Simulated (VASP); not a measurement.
# Ti (Fm-3m) in VASP: further runs

Ti is run at these levels: PBE+D4+U, PBE+U; tasks: single point.

Program: VASP 6.6.1. These are calculated values, not measurements. Logs are shortened: lines on timing, memory, paths and dates and some standing lists are left out, and cuts for length are marked.

### Step 1. The cell of the first run

Symmetry: Fm-3m, No. 225, cubic system. Conventional cell: a = 4.060 Å, b = 4.060 Å, c = 4.060 Å, α = 90.00°, β = 90.00°, γ = 90.00°. Within 3.8 Å of Ti (site symmetry m-3m) lie 12 Ti at 2.87 Å.

### Step 2. Single point, PBE+D4+U

Input file INCAR:

```
SYSTEM = Ti
  PREC = Accurate
  ENCUT = 500
  EDIFF = 1E-6
  ISMEAR = 0
  SIGMA = 0.1
  LREAL = .FALSE.
  LASPH = .TRUE.
  NELM = 200
  ALGO = Normal
  ISIF = 2
  LWAVE = .FALSE.
  LCHARG = .FALSE.
  LMAXMIX = 4
  LDAU = .TRUE.
  LDAUTYPE = 2
  LDAUL = 2
  LDAUU = 7.7
  LDAUJ = 0
  LDAUPRINT = 1
  GGA = PE
  IVDW = 13
  NBANDS = 12
  GGA_COMPAT = .FALSE.
```

Input file KPOINTS:

```
Automatic mesh
0
G
  6 6 6
  0 0 0
```

Input file POSCAR:

```
Ti
1.0
    0.0000000000      2.0300000000      2.0300000000
    2.0300000000      0.0000000000      2.0300000000
    2.0300000000      2.0300000000      0.0000000000
Ti
1
Direct
    0.0000000000      0.0000000000      0.0000000000
```

Potentials or basis: VASP PAW PBE potentials, release 64 (Ti_sv).

Run with:

```
> cat potpaw_PBE.64/Ti_sv/POTCAR > POTCAR
> mpirun -np 1 vasp_std > vasp.out
```

OUTCAR:

```text
SYSTEM = Ti
   PREC = Accurate
   ENCUT = 500
   EDIFF = 1E-6
   ISMEAR = 0
   LREAL = .FALSE.
   LASPH = .TRUE.
   NELM = 200
   ISIF = 2
   GGA = PE
   IVDW = 13

 ion  position               nearest neighbor table
   1  0.000  0.000  0.000-

  LATTYP: Found a face centered cubic cell.
 ALAT       =     4.0600000000

  Lattice vectors:

 A1 = (   0.0000000000,   2.0300000000,   2.0300000000)
 A2 = (   2.0300000000,   0.0000000000,   2.0300000000)
 A3 = (   2.0300000000,   2.0300000000,   0.0000000000)

Analysis of symmetry for initial positions (statically):
=====================================================================
 Subroutine PRICEL returns:
 Original cell was already a primitive cell.

 Routine SETGRP: Setting up the symmetry group for a
 face centered cubic supercell.

 Subroutine GETGRP returns: Found 48 space group operations
 (whereof 48 operations were pure point group operations)
 out of a pool of 48 trial point group operations.

The static configuration has the point symmetry O_h .

Analysis of symmetry for dynamics (positions and initial velocities):
=====================================================================
 Subroutine PRICEL returns:
 Original cell was already a primitive cell.

 Routine SETGRP: Setting up the symmetry group for a
 face centered cubic supercell.

 Subroutine GETGRP returns: Found 48 space group operations
 (whereof 48 operations were pure point group operations)
 out of a pool of 48 trial point group operations.

The dynamic configuration has the point symmetry O_h .

 Subroutine INISYM returns: Found 48 space group operations
 (whereof 48 operations are pure point group operations),
 and found     1 'primitive' translations

----------------------------------------------------------------------------------------

                                     Primitive cell

  volume of cell :      16.7309

  direct lattice vectors                    reciprocal lattice vectors
     0.000000000  2.030000000  2.030000000    -0.246305419  0.246305419  0.246305419
     2.030000000  0.000000000  2.030000000     0.246305419 -0.246305419  0.246305419
     2.030000000  2.030000000  0.000000000     0.246305419  0.246305419 -0.246305419

  length of vectors
     2.870853532  2.870853532  2.870853532     0.426613499  0.426613499  0.426613499

  position of ions in fractional coordinates (direct lattice)
     0.000000000  0.000000000  0.000000000

  ion indices of the primitive-cell ions
   primitive index   ion index
                 1           1

----------------------------------------------------------------------------------------

 KPOINTS: Automatic mesh

Automatic generation of k-mesh.
 Grid dimensions read from file:
 generate k-points for:    6    6    6

 Generating k-lattice:

  Cartesian coordinates                     Fractional coordinates (reciprocal lattice)
    -0.041050903  0.041050903  0.041050903     0.166666667  0.000000000  0.000000000
     0.041050903 -0.041050903  0.041050903     0.000000000  0.166666667  0.000000000
     0.041050903  0.041050903 -0.041050903     0.000000000  0.000000000  0.166666667

  Length of vectors
     0.071102250  0.071102250  0.071102250

  Shift w.r.t. Gamma in fractional coordinates (k-lattice)
     0.000000000  0.000000000  0.000000000

 Subroutine IBZKPT returns following result:
 ===========================================

 Found     16 irreducible k-points:

 Following reciprocal coordinates:
            Coordinates               Weight
  0.000000  0.000000  0.000000      1.000000
  0.166667  0.000000  0.000000      8.000000
  0.333333  0.000000  0.000000      8.000000
  0.500000  0.000000  0.000000      4.000000
  0.166667  0.166667  0.000000      6.000000
  0.333333  0.166667  0.000000     24.000000
[... 8 lines left out ...]
 -0.333333  0.333333  0.166667     24.000000
 -0.333333  0.500000  0.166667     12.000000
   k-points           NKPTS =     16   k-points in BZ     NKDIM =     16   number of bands    NBANDS=     12
   number of dos      NEDOS =    301   number of ions     NIONS =      1
[... 21 lines left out ...]
   NFREE  =      0    steps in history (QN), initial steepest desc. (CG)
   ISIF   =      2    stress and relaxation
   ISYM   =      2    0-nonsym 1-usesym 2-fastsym
   POTIM  = 0.5000    time-step for ionic-motion
   TEBEG  =    0.0;   TEEND  =   0.0 temperature during run
   PSTRESS=    0.0 pullay stress
   NELECT =      12.0000    total number of electrons
   NUPDOWN=      -1.0000    fix difference up-down
   EMIN   =  10.00;   EMAX   =-10.00  energy-range for DOS
   EFERMI =   0.00;   METHOD = LEGACY
   ISMEAR =     0;   SIGMA  =   0.10  broadening in eV -4-tet -1-fermi 0-gaus
   EFERMI_NEDOS =   21; number of points for ismear=-14 and -15
   IALGO  =     38    algorithm
   IMIX   =      4    mixing-type and parameters
     AMIX     =   0.40;   BMIX     =  1.00
     AMIX_MAG =   1.60;   BMIX_MAG =  1.00
  volume/ion in A,a.u.               =      16.73       112.91
  Fermi-wavevector in a.u.,A,eV,Ry     =   1.465421  2.769245 29.217967  2.147460
  Thomas-Fermi vector in A             =   2.581280
   LORBIT       =      0    0 simple, 1 ext, 2 COOP (PROOUT), +10 PAW based schemes
 LDA+U is selected, type is set to LDAUTYPE =  2
   angular momentum for each species LDAUL =     2
   U (eV)           for each species LDAUU =   7.7
   J (eV)           for each species LDAUJ =   0.0
   GGA     = PE    functional components
   LHFCALC =     F    Hartree Fock is set to
   AEXX    =    0.0000 exact exchange contribution
   IVDW    =    13    specifies the selected vdW correction
   LEPSILON=     F    determine dielectric tensor
   LRPA    =     F    only Hartree local field effects (RPA)
 non-spin polarized calculation
 Gauss-broadening in eV      SIGMA  =   0.10
  energy-cutoff  :      500.00
  volume of cell :       16.73
 maximum number of plane-waves:       444
 NGX is ok and might be reduce to    24
   NGX = 11   NGY = 11   NGZ = 11

atom =   1  type =  1  l = 2

 onsite density matrix

spin component  1

  0.2037  0.0000 -0.0000 -0.0000 -0.0000
  0.0000  0.2037 -0.0000 -0.0000  0.0000
 -0.0000 -0.0000  0.0967 -0.0000 -0.0000
 -0.0000 -0.0000 -0.0000  0.2037 -0.0000
 -0.0000  0.0000 -0.0000 -0.0000  0.0967

spin component  2

  0.2037  0.0000 -0.0000 -0.0000 -0.0000
  0.0000  0.2037 -0.0000 -0.0000  0.0000
 -0.0000 -0.0000  0.0967 -0.0000 -0.0000
 -0.0000 -0.0000 -0.0000  0.2037 -0.0000
 -0.0000  0.0000 -0.0000 -0.0000  0.0967

 occupancies and eigenvectors

  o =  0.0967  v =  0.0000 -0.0000  0.0229  0.0000  0.9997  0.0000  0.0000  0.0000  0.0000  0.0000      0.0000  0.0000  0.0000  0.0000  0.0000  0.0000  0.0000  0.0000  0.0000  0.0000
  o =  0.0967  v =  0.0000  0.0000  0.0000  0.0000  0.0000  0.0000 -0.0000  0.0229  0.0000  0.9997      0.0000  0.0000  0.0000  0.0000  0.0000  0.0000  0.0000  0.0000  0.0000  0.0000
  o =  0.0967  v =  0.0000 -0.0000 -0.9997 -0.0000  0.0229  0.0000  0.0000  0.0000  0.0000  0.0000      0.0000  0.0000  0.0000  0.0000  0.0000  0.0000  0.0000  0.0000  0.0000  0.0000
  o =  0.0967  v =  0.0000  0.0000  0.0000  0.0000  0.0000  0.0000 -0.0000 -0.9997 -0.0000  0.0229      0.0000  0.0000  0.0000  0.0000  0.0000  0.0000  0.0000  0.0000  0.0000  0.0000
  o =  0.2037  v =  0.0000  0.0000  0.0000  0.0000  0.0000  0.0000 -0.2912  0.0000 -0.9567 -0.0000      0.0000  0.0000  0.0000  0.0000  0.0000  0.0000  0.0000  0.0000  0.0000  0.0000
  o =  0.2037  v =  0.0000 -0.2912  0.0000 -0.9567 -0.0000  0.0000  0.0000  0.0000  0.0000  0.0000      0.0000  0.0000  0.0000  0.0000  0.0000  0.0000  0.0000  0.0000  0.0000  0.0000
  o =  0.2037  v =  0.0000  0.0000  0.0000  0.0000  0.0000  0.0000 -0.9567 -0.0000  0.2912 -0.0000      0.0000  0.0000  0.0000  0.0000  0.0000  0.0000  0.0000  0.0000  0.0000  0.0000
  o =  0.2037  v =  0.0000 -0.9567 -0.0000  0.2912 -0.0000  0.0000  0.0000  0.0000  0.0000  0.0000      0.0000  0.0000  0.0000  0.0000  0.0000  0.0000  0.0000  0.0000  0.0000  0.0000
  o =  0.2037  v =  1.0000  0.0000  0.0000  0.0000  0.0000  0.0000  0.0000  0.0000  0.0000  0.0000      0.0000  0.0000  0.0000  0.0000  0.0000  0.0000  0.0000  0.0000  0.0000  0.0000
  o =  0.2037  v =  0.0000  0.0000  0.0000  0.0000  0.0000  1.0000  0.0000  0.0000  0.0000  0.0000      0.0000  0.0000  0.0000  0.0000  0.0000  0.0000  0.0000  0.0000  0.0000  0.0000

 number of electron      12.0000002 magnetization

 Free energy of the ion-electron system (eV)
  ---------------------------------------------------
  ext. energy  EPLUGINS =         0.00000000
  ---------------------------------------------------
  free energy    TOTEN  =        -2.23690769 eV

  energy without entropy =       -2.22505680  energy(sigma->0) =       -2.23098224

 E-fermi :   9.5519     XC(G=0): -11.7959

 val. band max:        9.5361819285   @ k =  -0.3333   0.3333   0.0000
 cond. band min:       9.5764740970   @ k =  -0.1667   0.1667   0.0000
 fundamental gap:      0.0402921685
 Fermi energy:         9.5519329556

 k-point     1 :       0.0000    0.0000    0.0000
  band No.  band energies     occupation
      1     -49.2029      2.00000
      2     -24.9545      2.00000
      3     -24.9545      2.00000
      4     -24.9545      2.00000
      5       2.3666      2.00000
      6      10.7408      0.00000
      7      10.7408      0.00000
      8      10.7408      0.00000
      9      13.2576      0.00000
     10      13.2576      0.00000
     11      24.0985      0.00000
     12      28.7373      0.00000
[... 211 lines left out ...]
 k-point    16 :      -0.3333    0.5000    0.1667
  band No.  band energies     occupation
      1     -49.0271      2.00000
      2     -25.5065      2.00000
      3     -25.3035      2.00000
      4     -25.2075      2.00000
      5       7.9850      2.00000
      6       8.4464      2.00000
      7       9.9194      0.00000
      8      13.0958      0.00000
      9      13.8874      0.00000
     10      16.0885      0.00000
     11      19.0976      0.00000
     12      19.8697      0.00000

------------------------ aborting loop because EDIFF is reached ----------------------------------------

  DFT-D4 for vdW energy calculation

  Edisp (eV):   -0.20933

  FORCE on cell =-STRESS in cart. coord.  units (eV):
  Direction    XX          YY          ZZ          XY          YZ          ZX
  --------------------------------------------------------------------------------------
  -------------------------------------------------------------------------------------
  Total       2.61416     2.61416     2.61416    -0.00000    -0.00000     0.00000
  in kB     250.33681   250.33681   250.33681    -0.00000    -0.00000     0.00000
  external pressure =      250.34 kB  Pullay stress =        0.00 kB

 VOLUME and BASIS-vectors are now :
 -----------------------------------------------------------------------------
  energy-cutoff  :      500.00
  volume of cell :       16.73
      direct lattice vectors                 reciprocal lattice vectors
     0.000000000  2.030000000  2.030000000    -0.246305419  0.246305419  0.246305419
     2.030000000  0.000000000  2.030000000     0.246305419 -0.246305419  0.246305419
     2.030000000  2.030000000  0.000000000     0.246305419  0.246305419 -0.246305419

 POSITION                                       TOTAL-FORCE (eV/Angst)
 -----------------------------------------------------------------------------------
      0.00000      0.00000      0.00000         0.000000     -0.000000      0.000000
 -----------------------------------------------------------------------------------
    total drift:                                0.000000      0.000000     -0.000000

  FREE ENERGIE OF THE ION-ELECTRON SYSTEM (eV)
  ---------------------------------------------------
  free  energy   TOTEN  =        -2.4462379678 eV

  energy  without entropy=       -2.4343870767  energy(sigma->0) =       -2.44031252
```

It took 3.6 s on 1 thread of Intel Xeon Platinum 8375C at 2.90GHz (Ice Lake), shared host; peak memory 0.13 GiB.

Results:

| Property | Result |
| --- | --- |
| Free energy | -2.4462 eV |
| Pressure | 25.0 GPa |
| Band gap on the k mesh | zero (band 6 reaches 10.74 eV, above the bottom of band 7 at 9.52 eV) |
| Dispersion energy per atom | -0.209 eV |

Levels at points of the mesh, in eV from the Fermi level:
```csv
k point,band 2,band 3,band 4,band 5,band 6,band 7,band 8,band 9,band 10,band 11
"(0.00, 0.00, 0.00)",-34.51,-34.51,-34.51,-7.19,1.19,1.19,1.19,3.71,3.71,14.55
"(0.50, 0.00, 0.00)",-35.21,-34.60,-34.60,-2.91,-0.30,1.42,1.42,4.40,4.40,8.18
"(0.50, 0.50, 0.00)",-35.16,-34.75,-34.75,-2.32,-1.61,1.93,4.33,4.33,4.85,11.08
```

Eigenvalues of the final occupation matrices:
| site | spin | trace | eigenvalues |
| --- | --- | --- | --- |
| site 1 d | 1 | 0.80 | 0.10 0.10 0.20 0.20 0.20 |
| site 1 d | 2 | 0.80 | 0.10 0.10 0.20 0.20 0.20 |

Caveat: the k points lie up to 0.45 Å⁻¹ apart; U without spin polarisation on a metal has little footing; pairwise dispersion overbinds metals, which lowers pressure and volume; the U is typed as a test and isn't derived for this compound.

### Step 3. Single point, PBE+U

Input file INCAR:

```
ALGO = Normal
EDIFF = 1E-6
ENCUT = 500
GGA = PE
GGA_COMPAT = F
ISIF = 2
ISMEAR = -1
LASPH = T
LCHARG = T
LDAU = T
LDAUJ = 0
LDAUL = 2
LDAUPRINT = 1
LDAUTYPE = 2
LDAUU = 7.1
LELF = T
LMAXMIX = 4
LREAL = F
LVHAR = T
LWAVE = F
NBANDS = 12
NELM = 200
PREC = Accurate
SIGMA = 0.08617333262145177
```

Input file KPOINTS:

```
k-points
0
Gamma
  6 6 6
```

POSCAR is that of step 2.

Potentials or basis: VASP PAW PBE potentials, release 64 (Ti_sv).

Run with:

```
> cat potpaw_PBE.64/Ti_sv/POTCAR > POTCAR
> mpirun -np 1 vasp_std > vasp.out
```

It took 3.6 s on 1 thread of Intel Xeon Platinum 8375C at 2.90GHz (Ice Lake), shared host; peak memory 0.13 GiB.

Results (log left out):

| Item | Value |
| --- | --- |
| Free energy | -2.6513 eV |
| Pressure | 25.2 GPa |
| Band gap on the k mesh | zero (band 6 reaches 10.64 eV, above the bottom of band 7 at 9.44 eV) |

Levels at points of the mesh, in eV from the Fermi level:
```csv
k point,band 4,band 5,band 6,band 7,band 8,band 9
"(0.00, 0.00, 0.00)",-34.35,-7.11,1.15,1.15,1.15,3.60
"(0.50, 0.00, 0.00)",-34.44,-2.90,-0.23,1.36,1.36,4.33
"(0.50, 0.50, 0.00)",-34.60,-2.36,-1.64,2.01,4.29,4.29
```

Eigenvalues of the final occupation matrices:
```tsv
site	spin	trace	eigenvalues
site 1 d	1	0.82	0.10 0.10 0.21 0.21 0.21
site 1 d	2	0.82	0.10 0.10 0.21 0.21 0.21
```

Caveat: the k points lie up to 0.45 Å⁻¹ apart; U without spin polarisation on a metal has little footing; the U is typed as a test and isn't derived for this compound.
